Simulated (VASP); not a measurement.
# YLu2F6 (P-62m) in VASP: single point with PBE

Aim: the single point of YLu2F6 with PBE.

Everything below comes from runs of VASP 6.6.1. Logs are shortened: lines on timing, memory, paths and dates and some standing lists are left out, and cuts for length are marked.

### Step 1. The cell of the first run

It takes space group P-62m (No. 189, hexagonal). Conventional cell: a = 6.878 Å, b = 6.878 Å, c = 3.420 Å, α = 90.00°, β = 90.00°, γ = 120.00°. Within 3.1 Å of F (site symmetry m2m) lie 2 Lu at 2.18 Å and 6 F at 2.78 to 2.92 Å and 2 Y at 3.06 Å. F (site symmetry m2m) has 1 Y at 2.15 Å and 2 F at 2.78 Å within 2.8 Å. Lu (site symmetry -6) has 9 F at 2.18 to 2.92 Å within 3.0 Å. Y (site symmetry -62m) has 3 F at 2.15 Å within 2.8 Å.

### Step 2. Single point, PBE

File INCAR:

```
  PREC = Accurate
  ENCUT = 520
  EDIFF = 1E-6
  ISMEAR = 1
  SIGMA = 0.0666
  LREAL = F
  LASPH = T
  NELM = 80
  ALGO = Normal
  ISIF = 2
  LWAVE = F
  LCHARG = T
  GGA = PE
  LELF = T
  LVHAR = T
  NBANDS = 62
```

File KPOINTS:

```
regular mesh
0
Gamma
  6 6 8
```

File POSCAR:

```
YLu2F6
1.0
    3.4391831315      5.9568399203      0.0000000000
   -3.4391831315      5.9568399203      0.0000000000
    0.0000000000      0.0000000000      3.4198546423
F Lu Y
6 2 1
Direct
    0.3694696953      0.6305303047      0.5000000000
    0.6305303047      0.0000000000      0.5000000000
    0.0000000000      0.3694696953      0.5000000000
    0.6874602260      0.3125397740      0.0000000000
    0.3125397740      0.0000000000      0.0000000000
    0.0000000000      0.6874602260      0.0000000000
    0.3333333333      0.3333333333      0.5000000000
    0.6666666667      0.6666666667      0.5000000000
    0.0000000000      0.0000000000      0.0000000000
```

Potentials or basis: VASP PAW PBE potentials, release 64 (F, Lu, Y_sv).

Started as:

```bash
> cat potpaw_PBE.64/F/POTCAR potpaw_PBE.64/Lu/POTCAR potpaw_PBE.64/Y_sv/POTCAR > POTCAR
> mpirun -np 1 vasp_std > vasp.out
```

OUTCAR:

```text
PREC = Accurate
   ENCUT = 520
   EDIFF = 1E-6
   ISMEAR = 1
   LREAL = F
   LASPH = T
   NELM = 80
   ISIF = 2
   GGA = PE

 ion  position               nearest neighbor table
   1  0.369  0.631  0.500-   7 2.18   8 2.18   9 3.06   9 3.06
   2  0.631  0.000  0.500-   8 2.18   7 2.18   9 3.06   9 3.06
   3  0.000  0.369  0.500-   7 2.18   8 2.18   9 3.06   9 3.06
   4  0.687  0.313  0.000-   9 2.15
   5  0.313  0.000  0.000-   9 2.15
   6  0.000  0.687  0.000-   9 2.15
   7  0.333  0.333  0.500-   3 2.18   2 2.18   1 2.18
   8  0.667  0.667  0.500-   2 2.18   3 2.18   1 2.18
   9  0.000  0.000  0.000-   4 2.15   5 2.15   6 2.15   1 3.06   1 3.06   2 3.06   3 3.06   2 3.06
                             3 3.06

  LATTYP: Found a hexagonal cell.
 ALAT       =     6.8783662630
 C/A-ratio  =     0.4971899593

  Lattice vectors:

 A1 = (   3.4391831315,  -5.9568399203,   0.0000000000)
 A2 = (   3.4391831315,   5.9568399203,   0.0000000000)
 A3 = (   0.0000000000,   0.0000000000,   3.4198546423)

Analysis of symmetry for initial positions (statically):
=====================================================================
 Subroutine PRICEL returns:
 Original cell was already a primitive cell.

 Routine SETGRP: Setting up the symmetry group for a
 hexagonal supercell.

 Subroutine GETGRP returns: Found 12 space group operations
 (whereof 12 operations were pure point group operations)
 out of a pool of 24 trial point group operations.

The static configuration has the point symmetry D_3h.

Analysis of symmetry for dynamics (positions and initial velocities):
=====================================================================
 Subroutine PRICEL returns:
 Original cell was already a primitive cell.

 Routine SETGRP: Setting up the symmetry group for a
 hexagonal supercell.

 Subroutine GETGRP returns: Found 12 space group operations
 (whereof 12 operations were pure point group operations)
 out of a pool of 24 trial point group operations.

The dynamic configuration has the point symmetry D_3h.

 Subroutine INISYM returns: Found 12 space group operations
 (whereof 12 operations are pure point group operations),
 and found     1 'primitive' translations

----------------------------------------------------------------------------------------

                                     Primitive cell

  volume of cell :     140.1228

  direct lattice vectors                    reciprocal lattice vectors
     3.439183132  5.956839920  0.000000000     0.145383360  0.083937122  0.000000000
    -3.439183132  5.956839920  0.000000000    -0.145383360  0.083937122  0.000000000
     0.000000000  0.000000000  3.419854642     0.000000000  0.000000000  0.292410089

  length of vectors
     6.878366263  6.878366263  3.419854642     0.167874244  0.167874244  0.292410089

  position of ions in fractional coordinates (direct lattice)
     0.369469695  0.630530305  0.500000000
     0.630530305  0.000000000  0.500000000
     0.000000000  0.369469695  0.500000000
     0.687460226  0.312539774  0.000000000
     0.312539774  0.000000000  0.000000000
     0.000000000  0.687460226  0.000000000
     0.333333333  0.333333333  0.500000000
     0.666666667  0.666666667  0.500000000
     0.000000000  0.000000000  0.000000000

  ion indices of the primitive-cell ions
   primitive index   ion index
                 1           1
                 2           2
                 3           3
                 4           4
                 5           5
                 6           6
                 7           7
                 8           8
                 9           9

----------------------------------------------------------------------------------------

 KPOINTS: regular mesh

Automatic generation of k-mesh.
 Grid dimensions read from file:
 generate k-points for:    6    6    8

 Generating k-lattice:

  Cartesian coordinates                     Fractional coordinates (reciprocal lattice)
     0.024230560  0.013989520  0.000000000     0.166666667  0.000000000  0.000000000
    -0.024230560  0.013989520  0.000000000     0.000000000  0.166666667  0.000000000
     0.000000000  0.000000000  0.036551261     0.000000000  0.000000000  0.125000000

  Length of vectors
     0.027979041  0.027979041  0.036551261

  Shift w.r.t. Gamma in fractional coordinates (k-lattice)
     0.000000000  0.000000000  0.000000000

 Subroutine IBZKPT returns following result:
 ===========================================

 Found     35 irreducible k-points:

 Following reciprocal coordinates:
            Coordinates               Weight
  0.000000  0.000000  0.000000      1.000000
  0.166667 -0.000000  0.000000      6.000000
  0.333333 -0.000000  0.000000      6.000000
  0.500000  0.000000  0.000000      3.000000
  0.333333  0.166667  0.000000      6.000000
  0.500000  0.166667  0.000000     12.000000
[... 16 lines left out ...]
  0.166667 -0.000000  0.375000     12.000000
  0.333333 -0.000000  0.375000     12.000000
 [... further k-points ...]
   k-points           NKPTS =     35   k-points in BZ     NKDIM =     35   number of bands    NBANDS=     62
   number of dos      NEDOS =    301   number of ions     NIONS =      9
   total plane-waves  NPLWV =  81648
   dimension x,y,z NGX =    54 NGY =   54 NGZ =   28
   dimension x,y,z NGXF=   108 NGYF=  108 NGZF=   56
   ions per type =               6   2   1
   NGX,Y,Z   is equivalent  to a cutoff of  13.05, 13.05, 13.61 a.u.
   NGXF,Y,Z  is equivalent  to a cutoff of  26.10, 26.10, 27.22 a.u.
 SYSTEM =  unknown system
   PREC   = accura    normal or accurate (medium, high low for compatibility)
   ISTART =      0    job   : 0-new  1-cont  2-samecut
   ICHARG =      2    charge: 1-file 2-atom 10-const
   ISPIN  =      1    spin polarized calculation?
   LNONCOLLINEAR =      F non collinear calculations
   LSORBIT =      F    spin-orbit coupling
   LASPH  =      T    aspherical Exc in radial PAW
   ENCUT  =  520.0 eV  38.22 Ry    6.18 a.u.  12.79 12.79  6.36*2*pi/ulx,y,z
   NELM   =     80;   NELMIN=  2; NELMDL= -5     # of ELM steps
   EDIFF  = 0.1E-05   stopping-criterion for ELM
   LREAL  =      F    real-space projection
   EDIFFG = 0.1E-04   stopping-criterion for IOM
   NSW    =      0    number of steps for IOM
   IBRION =     -1    ionic relax: 0-MD 1-quasi-New 2-CG
   NFREE  =      0    steps in history (QN), initial steepest desc. (CG)
   ISIF   =      2    stress and relaxation
   ISYM   =      2    0-nonsym 1-usesym 2-fastsym
   POTIM  = 0.5000    time-step for ionic-motion
   TEBEG  =    0.0;   TEEND  =   0.0 temperature during run
   PSTRESS=    0.0 pullay stress
   NELECT =     103.0000    total number of electrons
   NUPDOWN=      -1.0000    fix difference up-down
   EMIN   =  10.00;   EMAX   =-10.00  energy-range for DOS
   EFERMI =   0.00;   METHOD = LEGACY
   ISMEAR =     1;   SIGMA  =   0.07  broadening in eV -4-tet -1-fermi 0-gaus
   EFERMI_NEDOS =   21; number of points for ismear=-14 and -15
   IALGO  =     38    algorithm
   IMIX   =      4    mixing-type and parameters
     AMIX     =   0.40;   BMIX     =  1.00
     AMIX_MAG =   1.60;   BMIX_MAG =  1.00
  volume/ion in A,a.u.               =      15.57       105.07
  Fermi-wavevector in a.u.,A,eV,Ry     =   1.477466  2.792007 29.700252  2.182907
  Thomas-Fermi vector in A             =   2.591867
   LORBIT       =      0    0 simple, 1 ext, 2 COOP (PROOUT), +10 PAW based schemes
   GGA     = PE    functional components
   LHFCALC =     F    Hartree Fock is set to
   AEXX    =    0.0000 exact exchange contribution
   IVDW    =     0    specifies the selected vdW correction
   LEPSILON=     F    determine dielectric tensor
   LRPA    =     F    only Hartree local field effects (RPA)
 non-spin polarized calculation
 Methfessel and Paxton  Order N= 1 SIGMA  =   0.07
  energy-cutoff  :      520.00
  volume of cell :      140.12
 maximum number of plane-waves:      3804
 NGX is ok and might be reduce to    54
   NGX = 25   NGY = 25   NGZ = 13

 number of electron     102.9999989 magnetization

 Free energy of the ion-electron system (eV)
  ---------------------------------------------------
  ext. energy  EPLUGINS =         0.00000000
  ---------------------------------------------------
  free energy    TOTEN  =       -55.28810663 eV

  energy without entropy =      -55.28383346  energy(sigma->0) =      -55.28668224

 E-fermi :   4.4211     XC(G=0): -10.1266

 val. band max:        4.4092929962   @ k =   0.1667  -0.0000   0.2500
 cond. band min:       4.4294520421   @ k =   0.5000   0.1667   0.2500
 fundamental gap:      0.0201590459
 Fermi energy:         4.4211012928

 k-point     1 :       0.0000    0.0000    0.0000
  band No.  band energies     occupation
      1     -53.8689      2.00000
      2     -53.8651      2.00000
      3     -39.8772      2.00000
      4     -25.2602      2.00000
      5     -25.2602      2.00000
      6     -24.7004      2.00000
[... 54 lines left out ...]
     61       7.5618      0.00000
     62       7.5618      0.00000

 k-point     2 :       0.1667   -0.0000    0.0000
  band No.  band energies     occupation
      1     -53.8687      2.00000
      2     -53.8654      2.00000
      3     -39.8772      2.00000
      4     -25.2639      2.00000
      5     -25.2357      2.00000
      6     -24.7413      2.00000
[... 54 lines left out ...]
     61       7.5817      0.00000
     62       7.6040      0.00000

 k-point     3 :       0.3333   -0.0000    0.0000
  band No.  band energies     occupation
      1     -53.8681      2.00000
      2     -53.8659      2.00000
      3     -39.8772      2.00000
      4     -25.2712      2.00000
      5     -25.1700      2.00000
      6     -24.8394      2.00000
[... 1354 lines left out ...]
     61       7.0401      0.00000
     62       7.6924      0.00000

 k-point    24 :       0.3333   -0.0000    0.3750
  band No.  band energies     occupation
      1     -53.8590      2.00000
      2     -53.8569      2.00000
      3     -39.8454      2.00000
      4     -25.2318      2.00000
      5     -25.1317      2.00000
      6     -24.8074      2.00000
[... 54 lines left out ...]
     61       7.2516      0.00000
     62       7.7196      0.00000

 [... further k-points ...]

------------------------ aborting loop because EDIFF is reached ----------------------------------------

  FORCE on cell =-STRESS in cart. coord.  units (eV):
  Direction    XX          YY          ZZ          XY          YZ          ZX
  --------------------------------------------------------------------------------------
  -------------------------------------------------------------------------------------
  Total        0.4503743      0.4503743     -0.1848661      0.0000000      0.0000000      0.0000000
  in kB        5.1496211      5.1496211     -2.1137764      0.0000000      0.0000000      0.0000000
  external PRESSURE =       2.7284886 kB  Pullay stress =       0.0000000 kB

 VOLUME and BASIS-vectors are now :
 -----------------------------------------------------------------------------
  energy-cutoff  :      520.00
  volume of cell :      140.12
      direct lattice vectors                 reciprocal lattice vectors
     3.439183132  5.956839920  0.000000000     0.145383360  0.083937122  0.000000000
    -3.439183132  5.956839920  0.000000000    -0.145383360  0.083937122  0.000000000
     0.000000000  0.000000000  3.419854642     0.000000000  0.000000000  0.292410089

 POSITION                                       TOTAL-FORCE (eV/Angst)
 -----------------------------------------------------------------------------------
     -0.89784      5.95684      1.70993        -0.064136     -0.000000      0.000000
      2.16851      3.75597      1.70993         0.032068      0.055543     -0.000000
     -1.27067      2.20087      1.70993         0.032068     -0.055543     -0.000000
      1.28942      5.95684      0.00000        -0.027760     -0.000000      0.000000
      1.07488      1.86175      0.00000         0.013880      0.024041     -0.000000
     -2.36430      4.09509      0.00000         0.013880     -0.024041      0.000000
      0.00000      3.97123      1.70993         0.000000     -0.000000      0.000000
      0.00000      7.94245      1.70993         0.000000     -0.000000      0.000000
      0.00000      0.00000      0.00000         0.000000     -0.000000      0.000000
 -----------------------------------------------------------------------------------
    total drift:                                0.000005      0.000000     -0.000000

  FREE ENERGIE OF THE ION-ELECTRON SYSTEM (eV)
  ---------------------------------------------------
  free  energy   TOTEN  =       -55.2881066296 eV

  energy  without entropy=      -55.2838334602  energy(sigma->0) =      -55.28668224
```

It took 14 min on 1 thread of Intel Xeon 8259CL, shared host; peak memory 0.45 GiB.

Results:

```
Free energy            : -55.2881 eV
Pressure               : 0.3 GPa
Largest force          : 0.064 eV/Å
Band gap on the k mesh : zero (an odd number of electrons rules out a gap without spin polarisation)
```

Forces on the atoms (eV/Å):
```
F   -0.064  0.000  0.000
F    0.032  0.056  0.000
F    0.032 -0.056  0.000
F   -0.028  0.000  0.000
F    0.014  0.024  0.000
F    0.014 -0.024  0.000
Lu   0.000  0.000  0.000
Lu   0.000  0.000  0.000
Y    0.000  0.000  0.000
```

Caveat: spin-orbit coupling is left out, which moves the levels of the heavy elements; an odd number of electrons without spin polarisation forces a metal; a magnetic or distorted state may lie lower.
